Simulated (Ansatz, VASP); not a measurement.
**Hf3TiO3: VASP beside Ansatz**

```xyz
7
Lattice="4.2767 0.0000 0.0000 0.0000 4.2767 0.0000 0.0000 0.0000 5.1656" Properties=species:S:1:pos:R:3 pbc="T T T"
Hf    2.1383    0.0000    2.0920
Hf    0.0000    2.1383    2.0920
Hf    2.1383    2.1383   -0.2552
Ti    0.0000    0.0000    4.8752
O     0.0000    0.0000    2.7526
O     2.1383    0.0000    4.3239
O     0.0000    2.1383    4.3239
```

Alike in both runs: functional PBE; k mesh 4 × 4 × 3; occupations gaussian, width 0.2 eV; collinear spin.

Ansatz relaxed the structure, and its values are those at the end. VASP's run is a single point on that final structure, the one shown.

```csv
,VASP,Ansatz
version,VASP 6.6.1,Ansatz 0.2.0
potentials or method,"VASP PAW PBE potentials, release 64 (Hf_pv, Ti_sv, O), cutoff 520 eV","scalar-relativistic, plane waves, PAW"
valence electrons in the cell,60,108
```

```csv
,VASP,Ansatz,Ansatz less VASP
gap on the k mesh at the Fermi level (eV),none,none,-
pressure (GPa),-1.8,-0.4,+1.40
rms of the force components (eV/Å),0.050,0.009,-0.0405
net moment per atom (μB),0.00,0.00,0.000
```

A gap of «none» marks a metal or a gap that the smearing closes. VASP's potentials hold 60 valence electrons a cell and Ansatz's 108, so a difference there can come from the potentials and not from the codes. Ansatz's warnings: seeded moment not kept.

The k mesh is coarse, so the values compare programs but aren't converged. Spin-orbit coupling is off throughout.
